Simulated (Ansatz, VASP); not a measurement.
# One calculation of Ni, two programs

```
Ni
1.0
     2.44510    0.00000    0.00000
    -1.22255    2.11752    0.00000
     0.00000    0.00000    8.01004
Ni
4
Direct
  0.00000 0.00000 0.00000
  0.00000 0.00000 0.50000
  0.33333 0.66667 0.25000
  0.66667 0.33333 0.75000
```

Alike in both runs: functional PBEsol; k mesh 14 × 14 × 4; occupations fermi-dirac, width 0.1 eV; no spin polarisation.

Ansatz relaxed the structure, and its values are those at the end. VASP's run is a single point on that final structure, the one shown.

|  | VASP | Ansatz |
| --- | --- | --- |
| version | VASP 6.6.1 | Ansatz 0.2.0 |
| potentials or method | VASP PAW PBE potentials, release 64 (Ni), cutoff 520 eV | plane waves (420 eV) with PAW, scalar-relativistic |
| valence electrons in the cell | 40 | 72 |

```csv
,VASP,Ansatz,Ansatz less VASP
pressure (GPa),0.2,0.0,-0.20
```

VASP's potentials were made for PBE, not for PBEsol, and Ansatz warns of the same on its side. VASP's potentials hold 40 valence electrons a cell and Ansatz's 72, so a difference there can come from the potentials and not from the codes.
